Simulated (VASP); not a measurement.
# Br (Cmce) in VASP: further runs

Runs on Br. Level: PBEsol. Tasks: single point.

All numbers are computed with VASP 6.6.1; they aren't measurements. Logs are shortened: lines on timing, memory, paths and dates and some standing lists are left out, and cuts for length are marked.

## Step 1: The cell of the first run

Symmetry: Cmce, No. 64, orthorhombic system. The conventional cell has a = 7.379 Å, b = 4.112 Å, c = 8.796 Å, α = 90.00°, β = 90.00°, γ = 90.00°. Br (site symmetry m) has 3 Br at 2.46 to 3.07 Å within 3.2 Å.

## Step 2: Single point, PBEsol (33.36 Å³/atom)

INCAR

```
SYSTEM = Br
PREC = Accurate
ENCUT = 520
EDIFF = 1E-7
ISMEAR = -1
SIGMA = 0.05
LREAL = .FALSE.
LASPH = .TRUE.
NELM = 60
ALGO = Normal
ISIF = 2
LWAVE = .FALSE.
LCHARG = .TRUE.
GGA = PS
LELF = .TRUE.
LVHAR = .TRUE.
NBANDS = 22
```

KPOINTS

```
Automatic mesh
0
G
  8 8 4
  0 0 0
```

POSCAR

```
Br
1.0
    3.6897356518     -2.0558899941      0.0000000000
    3.6897356518      2.0558899941      0.0000000000
    0.0000000000      0.0000000000      8.7961235865
Br
4
Direct
    0.8475370174      0.1524629826      0.1200462650
    0.6524629826      0.3475370174      0.6200462650
    0.1524629826      0.8475370174      0.8799537350
    0.3475370174      0.6524629826      0.3799537350
```

Potentials or basis: VASP PAW PBE potentials, release 64 (Br).

Command:

```bash
$ cat potpaw_PBE.64/Br/POTCAR > POTCAR
$ mpirun -np 1 vasp_std > vasp.out
```

OUTCAR:

```text
SYSTEM = Br
   PREC = Accurate
   ENCUT = 520
   EDIFF = 1E-7
   ISMEAR = -1
   LREAL = .FALSE.
   LASPH = .TRUE.
   NELM = 60
   ISIF = 2
   GGA = PS

 ion  position               nearest neighbor table
   1  0.848  0.152  0.120-   3 2.46
   2  0.652  0.348  0.620-   4 2.46
   3  0.152  0.848  0.880-   1 2.46
   4  0.348  0.652  0.380-   2 2.46

  LATTYP: Found a base centered orthorhombic cell.
 ALAT       =     4.1117799882
 B/A-ratio  =     1.7947145336
 C/A-ratio  =     2.1392495736

  Lattice vectors:

 A1 = (  -3.6897356518,  -2.0558899941,   0.0000000000)
 A2 = (   3.6897356518,  -2.0558899941,   0.0000000000)
 A3 = (   0.0000000000,   0.0000000000,   8.7961235865)

Analysis of symmetry for initial positions (statically):
=====================================================================
 Subroutine PRICEL returns:
 Original cell was already a primitive cell.

 Routine SETGRP: Setting up the symmetry group for a
 base centered orthorhombic supercell.

 Subroutine GETGRP returns: Found  8 space group operations
 (whereof  4 operations were pure point group operations)
 out of a pool of  8 trial point group operations.

The static configuration has the point symmetry C_2h.
 The point group associated with its full space group is D_2h.

Analysis of symmetry for dynamics (positions and initial velocities):
=====================================================================
 Subroutine PRICEL returns:
 Original cell was already a primitive cell.

 Routine SETGRP: Setting up the symmetry group for a
 base centered orthorhombic supercell.

 Subroutine GETGRP returns: Found  8 space group operations
 (whereof  4 operations were pure point group operations)
 out of a pool of  8 trial point group operations.

The dynamic configuration has the point symmetry C_2h.
 The point group associated with its full space group is D_2h.

 Subroutine INISYM returns: Found  8 space group operations
 (whereof  4 operations are pure point group operations),
 and found     1 'primitive' translations

----------------------------------------------------------------------------------------

                                     Primitive cell

  volume of cell :     133.4493

  direct lattice vectors                    reciprocal lattice vectors
     3.689735652 -2.055889994  0.000000000     0.135511063 -0.243203674  0.000000000
     3.689735652  2.055889994  0.000000000     0.135511063  0.243203674  0.000000000
     0.000000000  0.000000000  8.796123587     0.000000000  0.000000000  0.113686443

  length of vectors
     4.223841006  4.223841006  8.796123587     0.278408468  0.278408468  0.113686443

  position of ions in fractional coordinates (direct lattice)
     0.847537017  0.152462983  0.120046265
     0.652462983  0.347537017  0.620046265
     0.152462983  0.847537017  0.879953735
     0.347537017  0.652462983  0.379953735

  ion indices of the primitive-cell ions
   primitive index   ion index
                 1           1
                 2           2
                 3           3
                 4           4

----------------------------------------------------------------------------------------

 KPOINTS: Automatic mesh

Automatic generation of k-mesh.
 Grid dimensions read from file:
 generate k-points for:    8    8    4

 Generating k-lattice:

  Cartesian coordinates                     Fractional coordinates (reciprocal lattice)
     0.016938883 -0.030400459  0.000000000     0.125000000  0.000000000  0.000000000
     0.016938883  0.030400459  0.000000000     0.000000000  0.125000000  0.000000000
     0.000000000  0.000000000  0.028421611     0.000000000  0.000000000  0.250000000

  Length of vectors
     0.034801059  0.034801059  0.028421611

  Shift w.r.t. Gamma in fractional coordinates (k-lattice)
     0.000000000  0.000000000  0.000000000

 Subroutine IBZKPT returns following result:
 ===========================================

 Found     63 irreducible k-points:

 Following reciprocal coordinates:
            Coordinates               Weight
  0.000000  0.000000  0.000000      1.000000
  0.125000  0.000000  0.000000      4.000000
  0.250000  0.000000  0.000000      4.000000
  0.375000  0.000000  0.000000      4.000000
  0.500000  0.000000  0.000000      2.000000
  0.125000  0.125000  0.000000      2.000000
[... 16 lines left out ...]
  0.125000  0.000000  0.250000      8.000000
  0.250000  0.000000  0.250000      8.000000
 [... further k-points ...]
   k-points           NKPTS =     63   k-points in BZ     NKDIM =     63   number of bands    NBANDS=     22
   number of dos      NEDOS =    301   number of ions     NIONS =      4
   total plane-waves  NPLWV =  71680
   dimension x,y,z NGX =    32 NGY =   32 NGZ =   70
   dimension x,y,z NGXF=    64 NGYF=   64 NGZF=  140
   ions per type =               4
   NGX,Y,Z   is equivalent  to a cutoff of  12.59, 12.59, 13.23 a.u.
   NGXF,Y,Z  is equivalent  to a cutoff of  25.19, 25.19, 26.46 a.u.
 SYSTEM =  Br
   PREC   = accura    normal or accurate (medium, high low for compatibility)
   ISTART =      0    job   : 0-new  1-cont  2-samecut
   ICHARG =      2    charge: 1-file 2-atom 10-const
   ISPIN  =      1    spin polarized calculation?
   LNONCOLLINEAR =      F non collinear calculations
   LSORBIT =      F    spin-orbit coupling
   LASPH  =      T    aspherical Exc in radial PAW
   ENCUT  =  520.0 eV  38.22 Ry    6.18 a.u.   7.85  7.85 16.35*2*pi/ulx,y,z
   NELM   =     60;   NELMIN=  2; NELMDL= -5     # of ELM steps
   EDIFF  = 0.1E-06   stopping-criterion for ELM
   LREAL  =      F    real-space projection
   EDIFFG = 0.1E-05   stopping-criterion for IOM
   NSW    =      0    number of steps for IOM
   IBRION =     -1    ionic relax: 0-MD 1-quasi-New 2-CG
   NFREE  =      0    steps in history (QN), initial steepest desc. (CG)
   ISIF   =      2    stress and relaxation
   ISYM   =      2    0-nonsym 1-usesym 2-fastsym
   POTIM  = 0.5000    time-step for ionic-motion
   TEBEG  =    0.0;   TEEND  =   0.0 temperature during run
   PSTRESS=    0.0 pullay stress
   NELECT =      28.0000    total number of electrons
   NUPDOWN=      -1.0000    fix difference up-down
   EMIN   =  10.00;   EMAX   =-10.00  energy-range for DOS
   EFERMI =   0.00;   METHOD = LEGACY
   ISMEAR =    -1;   SIGMA  =   0.05  broadening in eV -4-tet -1-fermi 0-gaus
   EFERMI_NEDOS =   21; number of points for ismear=-14 and -15
   IALGO  =     38    algorithm
   IMIX   =      4    mixing-type and parameters
     AMIX     =   0.40;   BMIX     =  1.00
     AMIX_MAG =   1.60;   BMIX_MAG =  1.00
  volume/ion in A,a.u.               =      33.36       225.14
  Fermi-wavevector in a.u.,A,eV,Ry     =   0.972797  1.838319 12.875644  0.946333
  Thomas-Fermi vector in A             =   2.103124
   LORBIT       =      0    0 simple, 1 ext, 2 COOP (PROOUT), +10 PAW based schemes
   GGA     = PS    functional components
   LHFCALC =     F    Hartree Fock is set to
   AEXX    =    0.0000 exact exchange contribution
   IVDW    =     0    specifies the selected vdW correction
   LEPSILON=     F    determine dielectric tensor
   LRPA    =     F    only Hartree local field effects (RPA)
 non-spin polarized calculation
  energy-cutoff  :      520.00
  volume of cell :      133.45
 maximum number of plane-waves:      3626
   NGX = 15   NGY = 15   NGZ = 33

 number of electron      28.0000001 magnetization

 Free energy of the ion-electron system (eV)
  ---------------------------------------------------
  ext. energy  EPLUGINS =         0.00000000
  ---------------------------------------------------
  free energy    TOTEN  =        -7.32656494 eV

  energy without entropy =       -7.32656119  energy(sigma->0) =       -7.32656306

 E-fermi :   0.2637     XC(G=0):  -8.1447

 val. band max:       -0.2064136168   @ k =   0.0000   0.0000   0.0000
 cond. band min:       0.8016640685   @ k =   0.1250   0.0000   0.0000
 fundamental gap:      1.0080776853
 Fermi energy:         0.2636599645

 k-point     1 :       0.0000    0.0000    0.0000
  band No.  band energies     occupation
      1     -15.8769      2.00000
      2     -15.2071      2.00000
      3     -14.0064      2.00000
      4     -12.8467      2.00000
      5      -5.1643      2.00000
      6      -3.6520      2.00000
[... 14 lines left out ...]
     21       9.4920      0.00000
     22       9.6410      0.00000

 k-point     2 :       0.1250    0.0000    0.0000
  band No.  band energies     occupation
      1     -15.8216      2.00000
      2     -15.1943      2.00000
      3     -13.9653      2.00000
      4     -12.8994      2.00000
      5      -5.1567      2.00000
      6      -3.8358      2.00000
[... 14 lines left out ...]
     21       9.0766      0.00000
     22       9.4184      0.00000

 k-point     3 :       0.2500    0.0000    0.0000
  band No.  band energies     occupation
      1     -15.6714      2.00000
      2     -15.1741      2.00000
      3     -13.8508      2.00000
      4     -13.0468      2.00000
      5      -5.1764      2.00000
      6      -4.3471      2.00000
[... 14 lines left out ...]
     21       8.8460      0.00000
     22       9.1094      0.00000

 k-point     4 :       0.3750    0.0000    0.0000
  band No.  band energies     occupation
      1     -15.4725      2.00000
      2     -15.1926      2.00000
      3     -13.6828      2.00000
      4     -13.2557      2.00000
      5      -5.2351      2.00000
      6      -4.8747      2.00000
[... 14 lines left out ...]
     21       9.4360      0.00000
     22      10.1607      0.00000

 k-point     5 :       0.5000    0.0000    0.0000
  band No.  band energies     occupation
      1     -15.2936      2.00000
      2     -15.2936      2.00000
      3     -13.4790      2.00000
      4     -13.4790      2.00000
      5      -5.1799      2.00000
      6      -5.1799      2.00000
[... 14 lines left out ...]
     21      10.4244      0.00000
     22      10.4244      0.00000

 k-point     6 :       0.1250    0.1250    0.0000
  band No.  band energies     occupation
      1     -15.8544      2.00000
      2     -15.1911      2.00000
      3     -13.9873      2.00000
      4     -12.8422      2.00000
      5      -5.1422      2.00000
      6      -3.6722      2.00000
[... 14 lines left out ...]
     21       9.1474      0.00000
     22       9.3012      0.00000

 k-point     7 :       0.2500    0.1250    0.0000
  band No.  band energies     occupation
      1     -15.7817      2.00000
      2     -15.1674      2.00000
      3     -13.9315      2.00000
      4     -12.8936      2.00000
      5      -5.1211      2.00000
      6      -3.8736      2.00000
[... 324 lines left out ...]
      6      -4.4384      2.00000
[... 14 lines left out ...]
     21       9.0186      0.00000
     22       9.6150      0.00000

 k-point    21 :       0.5000    0.5000    0.0000
  band No.  band energies     occupation
      1     -15.7188      2.00000
      2     -15.0959      2.00000
      3     -13.8727      2.00000
      4     -12.8160      2.00000
      5      -5.0020      2.00000
      6      -3.7872      2.00000
[... 14 lines left out ...]
     21       9.5503      0.00000
     22       9.6821      0.00000

 k-point    22 :       0.0000    0.0000    0.2500
  band No.  band energies     occupation
      1     -15.8097      2.00000
      2     -15.3607      2.00000
      3     -13.7877      2.00000
      4     -12.9931      2.00000
      5      -4.9829      2.00000
      6      -3.9576      2.00000
[... 14 lines left out ...]
     21       9.4468      0.00000
     22       9.7180      0.00000

 k-point    23 :       0.1250    0.0000    0.2500
  band No.  band energies     occupation
      1     -15.7575      2.00000
      2     -15.3343      2.00000
      3     -13.7664      2.00000
      4     -13.0337      2.00000
      5      -5.0056      2.00000
      6      -4.1182      2.00000
[... 14 lines left out ...]
     21       8.9761      0.00000
     22       9.2089      0.00000

 k-point    24 :       0.2500    0.0000    0.2500
  band No.  band energies     occupation
      1     -15.6171      2.00000
      2     -15.2759      2.00000
      3     -13.7067      2.00000
      4     -13.1490      2.00000
      5      -5.0727      2.00000
      6      -4.4553      2.00000
[... 14 lines left out ...]
     21       8.7734      0.00000
     22       8.9356      0.00000

 [... further k-points ...]
[... 5 lines left out ...]
  --------------------------------------------------------------------------------------
  -------------------------------------------------------------------------------------
  Total       -0.1151169     -1.7948388     -3.5188731      0.0000000      0.0000000      0.0000000
  in kB       -1.3820795    -21.5486266    -42.2471813      0.0000000      0.0000000      0.0000000
  external PRESSURE =     -21.7259625 kB  Pullay stress =       0.0000000 kB

 VOLUME and BASIS-vectors are now :
 -----------------------------------------------------------------------------
  energy-cutoff  :      520.00
  volume of cell :      133.45
      direct lattice vectors                 reciprocal lattice vectors
     3.689735652 -2.055889994  0.000000000     0.135511063 -0.243203674  0.000000000
     3.689735652  2.055889994  0.000000000     0.135511063  0.243203674  0.000000000
     0.000000000  0.000000000  8.796123587     0.000000000  0.000000000  0.113686443

 POSITION                                       TOTAL-FORCE (eV/Angst)
 -----------------------------------------------------------------------------------
      3.68974     -1.42900      1.05594         0.000000     -0.273027     -0.300823
      3.68974     -0.62689      5.45400         0.000000      0.273027     -0.300823
      3.68974      1.42900      7.74018         0.000000      0.273027      0.300823
      3.68974      0.62689      3.34212         0.000000     -0.273027      0.300823
 -----------------------------------------------------------------------------------
    total drift:                               -0.000000      0.000000      0.000000

  FREE ENERGIE OF THE ION-ELECTRON SYSTEM (eV)
  ---------------------------------------------------
  free  energy   TOTEN  =        -7.3265649400 eV

  energy  without entropy=       -7.3265611863  energy(sigma->0) =       -7.32656306
```

It took 5.3 min on 1 thread of Oxide Virtual Turin-like, shared host; peak memory 0.28 GiB.

What came out:

* Free energy: -7.3266 eV
* Pressure: -2.2 GPa
* Largest force: 0.406 eV/Å
* Band gap on the k mesh: 1.01 eV (least direct gap 1.05 eV)

Forces on the atoms (eV/Å):
```
Br   0.000 -0.273 -0.301
Br   0.000  0.273 -0.301
Br   0.000  0.273  0.301
Br   0.000 -0.273  0.301
```

Caveat: this functional lacks dispersion, which holds the molecules together, so the pressure and a relaxed volume are unreliable; the PAW data sets were made with another functional, which shifts forces and pressure a little. A k mesh can miss the band edges.

(Part 1 of 2 ends here.)
